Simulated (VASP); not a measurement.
# CdS (P4_2/mnm) in VASP: notebook

The runs below take CdS through single point, with PBE.

Everything below comes from runs of VASP 6.6.1. Logs are shortened: lines on timing, memory, paths and dates and some standing lists are left out, and cuts for length are marked.

## 1. The cell of the first run

The structure is tetragonal, space group P4_2/mnm (No. 136). Conventional cell: a = 7.208 Å, b = 7.208 Å, c = 4.212 Å, α = 90.00°, β = 90.00°, γ = 90.00°. Within 3.3 Å of Cd (site symmetry m2m) lie 4 S at 2.54 to 2.60 Å. S (site symmetry m2m) has 4 Cd at 2.54 to 2.60 Å within 3.3 Å.

The cell was generated, and may not be a known phase.

## 2. Single point, PBE

The input, INCAR:

```
SYSTEM = CdS
PREC = Accurate
ENCUT = 520
EDIFF = 1E-6
ISMEAR = 0
SIGMA = 0.1
LREAL = .False.
LASPH = .True.
NELM = 60
ALGO = Normal
ISIF = 2
LWAVE = .False.
LCHARG = .True.
GGA = PE
LELF = .True.
LVHAR = .True.
NBANDS = 46
```

The input, KPOINTS:

```
Automatic mesh
0
Gamma
  4 4 4
  0 0 0
```

The input, POSCAR:

```
CdS
1.0
    7.2080003000      0.0000000000      0.0000000000
    0.0000000000      7.2080003000      0.0000000000
    0.0000000000      0.0000000000      4.2120102000
Cd S
4 4
Direct
    0.6786770000      0.6786770000      0.0000000000
    0.1786770000      0.8213230000      0.5000000000
    0.8213230000      0.1786770000      0.5000000000
    0.3213230000      0.3213230000      0.0000000000
    0.8175000000      0.8175000000      0.5000000000
    0.1825000000      0.1825000000      0.5000000000
    0.6825000000      0.3175000000      0.0000000000
    0.3175000000      0.6825000000      0.0000000000
```

Potentials or basis: VASP PAW PBE potentials, release 64 (Cd, S).

On the command line:

```sh
$ cat potpaw_PBE.64/Cd/POTCAR potpaw_PBE.64/S/POTCAR > POTCAR
$ mpirun -np 1 vasp_std > vasp.out
```

OUTCAR:

```text
SYSTEM = CdS
   PREC = Accurate
   ENCUT = 520
   EDIFF = 1E-6
   ISMEAR = 0
   LREAL = .False.
   LASPH = .True.
   NELM = 60
   ISIF = 2
   GGA = PE

 ion  position               nearest neighbor table
   1  0.679  0.679  0.000-   5 2.54   5 2.54   8 2.60   7 2.60   4 3.64
   2  0.179  0.821  0.500-   8 2.54   8 2.54   5 2.60   6 2.60   3 3.64
   3  0.821  0.179  0.500-   7 2.54   7 2.54   5 2.60   6 2.60   2 3.64
   4  0.321  0.321  0.000-   6 2.54   6 2.54   8 2.60   7 2.60   1 3.64
   5  0.818  0.818  0.500-   1 2.54   1 2.54   3 2.60   2 2.60
   6  0.182  0.182  0.500-   4 2.54   4 2.54   2 2.60   3 2.60
   7  0.682  0.318  0.000-   3 2.54   3 2.54   4 2.60   1 2.60
   8  0.318  0.682  0.000-   2 2.54   2 2.54   4 2.60   1 2.60

  LATTYP: Found a simple tetragonal cell.
 ALAT       =     7.2080003000
 C/A-ratio  =     0.5843521122

  Lattice vectors:

 A1 = (   7.2080003000,   0.0000000000,   0.0000000000)
 A2 = (   0.0000000000,   7.2080003000,   0.0000000000)
 A3 = (   0.0000000000,   0.0000000000,   4.2120102000)

Analysis of symmetry for initial positions (statically):
=====================================================================
 Subroutine PRICEL returns:
 Original cell was already a primitive cell.

 Routine SETGRP: Setting up the symmetry group for a
 simple tetragonal supercell.

 Subroutine GETGRP returns: Found 16 space group operations
 (whereof  8 operations were pure point group operations)
 out of a pool of 16 trial point group operations.

The static configuration has the point symmetry D_2h.
 The point group associated with its full space group is D_4h.

Analysis of symmetry for dynamics (positions and initial velocities):
=====================================================================
 Subroutine PRICEL returns:
 Original cell was already a primitive cell.

 Routine SETGRP: Setting up the symmetry group for a
 simple tetragonal supercell.

 Subroutine GETGRP returns: Found 16 space group operations
 (whereof  8 operations were pure point group operations)
 out of a pool of 16 trial point group operations.

The dynamic configuration has the point symmetry D_2h.
 The point group associated with its full space group is D_4h.

 Subroutine INISYM returns: Found 16 space group operations
 (whereof  8 operations are pure point group operations),
 and found     1 'primitive' translations

----------------------------------------------------------------------------------------

                                     Primitive cell

  volume of cell :     218.8361

  direct lattice vectors                    reciprocal lattice vectors
     7.208000300  0.000000000  0.000000000     0.138734733  0.000000000  0.000000000
     0.000000000  7.208000300  0.000000000     0.000000000  0.138734733  0.000000000
     0.000000000  0.000000000  4.212010200     0.000000000  0.000000000  0.237416329

  length of vectors
     7.208000300  7.208000300  4.212010200     0.138734733  0.138734733  0.237416329

  position of ions in fractional coordinates (direct lattice)
     0.678677000  0.678677000  0.000000000
     0.178677000  0.821323000  0.500000000
     0.821323000  0.178677000  0.500000000
     0.321323000  0.321323000  0.000000000
     0.817500000  0.817500000  0.500000000
     0.182500000  0.182500000  0.500000000
     0.682500000  0.317500000  0.000000000
     0.317500000  0.682500000  0.000000000

  ion indices of the primitive-cell ions
   primitive index   ion index
                 1           1
                 2           2
                 3           3
                 4           4
                 5           5
                 6           6
                 7           7
                 8           8

----------------------------------------------------------------------------------------

 KPOINTS: Automatic mesh

Automatic generation of k-mesh.
 Grid dimensions read from file:
 generate k-points for:    4    4    4

 Generating k-lattice:

  Cartesian coordinates                     Fractional coordinates (reciprocal lattice)
     0.034683683  0.000000000  0.000000000     0.250000000  0.000000000  0.000000000
     0.000000000  0.034683683  0.000000000     0.000000000  0.250000000  0.000000000
     0.000000000  0.000000000  0.059354082     0.000000000  0.000000000  0.250000000

  Length of vectors
     0.034683683  0.034683683  0.059354082

  Shift w.r.t. Gamma in fractional coordinates (k-lattice)
     0.000000000  0.000000000  0.000000000

 Subroutine IBZKPT returns following result:
 ===========================================

 Found     18 irreducible k-points:

 Following reciprocal coordinates:
            Coordinates               Weight
  0.000000  0.000000  0.000000      1.000000
  0.250000  0.000000  0.000000      4.000000
  0.500000  0.000000  0.000000      2.000000
  0.250000  0.250000  0.000000      4.000000
  0.500000  0.250000  0.000000      4.000000
  0.500000  0.500000  0.000000      1.000000
[... 10 lines left out ...]
  0.500000  0.250000  0.500000      4.000000
  0.500000  0.500000  0.500000      1.000000
   k-points           NKPTS =     18   k-points in BZ     NKDIM =     18   number of bands    NBANDS=     46
   number of dos      NEDOS =    301   number of ions     NIONS =      8
   total plane-waves  NPLWV =  93312
   dimension x,y,z NGX =    54 NGY =   54 NGZ =   32
   dimension x,y,z NGXF=   108 NGYF=  108 NGZF=   64
   ions per type =               4   4
   NGX,Y,Z   is equivalent  to a cutoff of  12.45, 12.45, 12.63 a.u.
   NGXF,Y,Z  is equivalent  to a cutoff of  24.91, 24.91, 25.26 a.u.
 SYSTEM =  CdS
   PREC   = accura    normal or accurate (medium, high low for compatibility)
   ISTART =      0    job   : 0-new  1-cont  2-samecut
   ICHARG =      2    charge: 1-file 2-atom 10-const
   ISPIN  =      1    spin polarized calculation?
   LNONCOLLINEAR =      F non collinear calculations
   LSORBIT =      F    spin-orbit coupling
   LASPH  =      T    aspherical Exc in radial PAW
   ENCUT  =  520.0 eV  38.22 Ry    6.18 a.u.  13.40 13.40  7.83*2*pi/ulx,y,z
   NELM   =     60;   NELMIN=  2; NELMDL= -5     # of ELM steps
   EDIFF  = 0.1E-05   stopping-criterion for ELM
   LREAL  =      F    real-space projection
   EDIFFG = 0.1E-04   stopping-criterion for IOM
   NSW    =      0    number of steps for IOM
   IBRION =     -1    ionic relax: 0-MD 1-quasi-New 2-CG
   NFREE  =      0    steps in history (QN), initial steepest desc. (CG)
   ISIF   =      2    stress and relaxation
   ISYM   =      2    0-nonsym 1-usesym 2-fastsym
   POTIM  = 0.5000    time-step for ionic-motion
   TEBEG  =    0.0;   TEEND  =   0.0 temperature during run
   PSTRESS=    0.0 pullay stress
   NELECT =      72.0000    total number of electrons
   NUPDOWN=      -1.0000    fix difference up-down
   EMIN   =  10.00;   EMAX   =-10.00  energy-range for DOS
   EFERMI =   0.00;   METHOD = LEGACY
   ISMEAR =     0;   SIGMA  =   0.10  broadening in eV -4-tet -1-fermi 0-gaus
   EFERMI_NEDOS =   21; number of points for ismear=-14 and -15
   IALGO  =     38    algorithm
   IMIX   =      4    mixing-type and parameters
     AMIX     =   0.40;   BMIX     =  1.00
     AMIX_MAG =   1.60;   BMIX_MAG =  1.00
  volume/ion in A,a.u.               =      27.35       184.60
  Fermi-wavevector in a.u.,A,eV,Ry     =   1.130176  2.135723 17.378685  1.277297
  Thomas-Fermi vector in A             =   2.266871
   LORBIT       =      0    0 simple, 1 ext, 2 COOP (PROOUT), +10 PAW based schemes
   GGA     = PE    functional components
   LHFCALC =     F    Hartree Fock is set to
   AEXX    =    0.0000 exact exchange contribution
   IVDW    =     0    specifies the selected vdW correction
   LEPSILON=     F    determine dielectric tensor
   LRPA    =     F    only Hartree local field effects (RPA)
 non-spin polarized calculation
 Gauss-broadening in eV      SIGMA  =   0.10
  energy-cutoff  :      520.00
  volume of cell :      218.84
 maximum number of plane-waves:      5916
 NGX is ok and might be reduce to    54
   NGX = 27   NGY = 27   NGZ = 15

 number of electron      72.0000020 magnetization

 Free energy of the ion-electron system (eV)
  ---------------------------------------------------
  ext. energy  EPLUGINS =         0.00000000
  ---------------------------------------------------
  free energy    TOTEN  =       -24.34238375 eV

  energy without entropy =      -24.34238375  energy(sigma->0) =      -24.34238375

 E-fermi :   0.9750     XC(G=0):  -8.6192

 val. band max:        0.5617085062   @ k =   0.0000   0.0000   0.0000
 cond. band min:       1.7654821947   @ k =   0.0000   0.0000   0.0000
 fundamental gap:      1.2037736885
 Fermi energy:         0.9750287029

 k-point     1 :       0.0000    0.0000    0.0000
  band No.  band energies     occupation
      1     -11.4601      2.00000
      2     -11.0666      2.00000
      3     -11.0666      2.00000
      4     -11.0009      2.00000
      5      -7.0232      2.00000
      6      -6.9978      2.00000
[... 38 lines left out ...]
     45       7.6266      0.00000
     46       7.6314      0.00000

 k-point     2 :       0.2500    0.0000    0.0000
  band No.  band energies     occupation
      1     -11.4111      2.00000
      2     -11.1468      2.00000
      3     -11.0468      2.00000
      4     -10.9860      2.00000
      5      -7.0021      2.00000
      6      -6.9912      2.00000
[... 38 lines left out ...]
     45       7.1714      0.00000
     46       7.4673      0.00000

 k-point     3 :       0.5000    0.0000    0.0000
  band No.  band energies     occupation
      1     -11.2874      2.00000
      2     -11.2874      2.00000
      3     -11.0062      2.00000
      4     -11.0062      2.00000
      5      -6.9698      2.00000
      6      -6.9698      2.00000
[... 724 lines left out ...]
     45       7.4099      0.00000
     46       7.4099      0.00000

 k-point    18 :       0.5000    0.5000    0.5000
  band No.  band energies     occupation
      1     -11.0824      2.00000
      2     -11.0824      2.00000
      3     -10.9459      2.00000
      4     -10.9459      2.00000
      5      -6.7878      2.00000
      6      -6.7878      2.00000
[... 38 lines left out ...]
     45       7.7515      0.00000
     46       7.7515      0.00000

------------------------ aborting loop because EDIFF is reached ----------------------------------------

  FORCE on cell =-STRESS in cart. coord.  units (eV):
  Direction    XX          YY          ZZ          XY          YZ          ZX
  --------------------------------------------------------------------------------------
  -------------------------------------------------------------------------------------
  Total        0.3748072      0.3748072      0.5180363     -0.0000000      0.0000000      0.0000000
  in kB        2.7440975      2.7440975      3.7927288     -0.0000000      0.0000000      0.0000000
  external PRESSURE =       3.0936413 kB  Pullay stress =       0.0000000 kB

 VOLUME and BASIS-vectors are now :
 -----------------------------------------------------------------------------
  energy-cutoff  :      520.00
  volume of cell :      218.84
      direct lattice vectors                 reciprocal lattice vectors
     7.208000300  0.000000000  0.000000000     0.138734733  0.000000000  0.000000000
     0.000000000  7.208000300  0.000000000     0.000000000  0.138734733  0.000000000
     0.000000000  0.000000000  4.212010200     0.000000000  0.000000000  0.237416329

 POSITION                                       TOTAL-FORCE (eV/Angst)
 -----------------------------------------------------------------------------------
      4.89190      4.89190      0.00000        -0.003625     -0.003625      0.000000
      1.28790      5.92010      2.10601        -0.003625      0.003625      0.000000
      5.92010      1.28790      2.10601         0.003625     -0.003625      0.000000
      2.31610      2.31610      0.00000         0.003625      0.003625      0.000000
      5.89254      5.89254      2.10601         0.002168      0.002168      0.000000
      1.31546      1.31546      2.10601        -0.002168     -0.002168     -0.000000
      4.91946      2.28854      0.00000        -0.002168      0.002168      0.000000
      2.28854      4.91946      0.00000         0.002168     -0.002168     -0.000000
 -----------------------------------------------------------------------------------
    total drift:                               -0.000000     -0.000000     -0.000000

  FREE ENERGIE OF THE ION-ELECTRON SYSTEM (eV)
  ---------------------------------------------------
  free  energy   TOTEN  =       -24.3423837469 eV

  energy  without entropy=      -24.3423837468  energy(sigma->0) =      -24.34238375
```

Run time: 3.9 min. Hardware: 1 thread of Oxide Virtual Turin-like, shared host; peak memory 0.32 GiB.

Results:

```
Free energy            : -24.3424 eV
Pressure               : 0.3 GPa
Largest force          : 0.005 eV/Å
Band gap on the k mesh : 1.20 eV
```

Forces on the atoms (eV/Å):
```
Cd  -0.004 -0.004  0.000
Cd  -0.004  0.004  0.000
Cd   0.004 -0.004  0.000
Cd   0.004  0.004  0.000
S    0.002  0.002  0.000
S   -0.002 -0.002  0.000
S   -0.002  0.002  0.000
S    0.002 -0.002  0.000
```

Stress tensor (GPa, compression positive):
```
0.27 0.00 0.00
0.00 0.27 0.00
0.00 0.00 0.38
```

## 3. Single point, PBE

The input, INCAR:

```
  ALGO = Normal
  EDIFF = 1E-6
  ENCUT = 520
  GGA = PE
  ISIF = 2
  ISMEAR = 0
  LASPH = True
  LCHARG = False
  LREAL = False
  LWAVE = False
  NBANDS = 46
  NELM = 80
  PREC = Accurate
  SIGMA = 0.02
```

The input, KPOINTS:

```
k-points
0
Gamma
  4 4 6
```

POSCAR is that of step 2.

Potentials or basis: VASP PAW PBE potentials, release 64 (Cd, S).

On the command line:

```sh
$ cat potpaw_PBE.64/Cd/POTCAR potpaw_PBE.64/S/POTCAR > POTCAR
$ mpirun -np 1 vasp_std > vasp.out
```

It took 6.4 min on 1 thread of Oxide Virtual Turin-like, shared host; peak memory 0.36 GiB.

Results (log left out):

```yaml
Free_energy: -24.3633 eV
Pressure: 0.3 GPa
Band_gap_on_the_k_mesh: 1.21 eV
```

Forces on the atoms (eV/Å):
```
Cd   0.001  0.001  0.000
Cd   0.001 -0.001  0.000
Cd  -0.001  0.001  0.000
Cd  -0.001 -0.001  0.000
S   -0.002 -0.002  0.000
S    0.002  0.002  0.000
S    0.002 -0.002  0.000
S   -0.002  0.002  0.000
```

Levels at points of the mesh, in eV from the valence-band top:
| k point | band 33 | band 34 | band 35 | band 36 | band 37 | band 38 | band 39 | band 40 |
| --- | --- | --- | --- | --- | --- | --- | --- | --- |
| (0.00, 0.00, 0.00) | -0.21 | -0.03 | -0.03 | 0.00 | 1.21 | 3.12 | 3.12 | 3.66 |
| (0.50, 0.00, 0.00) | -0.40 | -0.40 | -0.35 | -0.35 | 2.78 | 2.78 | 3.72 | 3.72 |
| (0.50, 0.50, 0.00) | -0.70 | -0.70 | -0.67 | -0.67 | 3.25 | 3.25 | 4.08 | 4.08 |
| (0.00, 0.00, 0.50) | -1.24 | -1.24 | -1.13 | -1.13 | 4.31 | 4.31 | 4.72 | 4.72 |
| (0.50, 0.00, 0.50) | -1.14 | -1.14 | -0.74 | -0.74 | 4.00 | 4.00 | 4.02 | 4.02 |
| (0.50, 0.50, 0.50) | -0.99 | -0.99 | -0.98 | -0.98 | 3.22 | 3.22 | 4.16 | 4.16 |
